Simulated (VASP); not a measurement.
ZnSe (zincblende type), 2 atoms in the cell. It takes space group F-43m (No. 216, cubic). The conventional cell has a = 4.798 Å, b = 4.798 Å, c = 4.798 Å, α = 90.00°, β = 90.00°, γ = 90.00°. Within 2.8 Å of Zn (site symmetry -43m) lie 4 Se at 2.08 Å. Within 2.8 Å of Se (site symmetry -43m) lie 4 Zn at 2.08 Å.  This cell differs from its parent crystal: volume scaled by 0.64.

| Property | Result |
| --- | --- |
| Program | VASP 6.6.1 |
| Task | single point |
| Functional | LDA |
| Potentials or basis | VASP PAW LDA potentials, release 64 (Zn, Se) |
| Cutoff | 520 eV |
| k mesh | 11 × 11 × 11 |
| Occupations | fermi-dirac, width 0.08 eV |
| Spin | no spin polarisation |
| Dipole correction | no |
| Further INCAR settings | ALGO = Normal; EDIFF = 1e-07; NBANDS = 16 |

Potentials or basis: VASP PAW LDA potentials, release 64 (Zn, Se).

Run with:

```console
$ cat potpaw_LDA.64/Zn/POTCAR potpaw_LDA.64/Se/POTCAR > POTCAR
$ mpirun -np 1 vasp_std > vasp.out
```

Hardware: 1 thread of AMD EPYC 9R45 96-Core Processor (Zen 5), with other jobs on the host.

How long does it take, and how much memory?

Wall time 17 s on 1 thread of AMD EPYC 9R45 96-Core Processor (Zen 5), on a shared host, peak memory 0.12 GiB. Counts: scf iterations 13, k points 56.
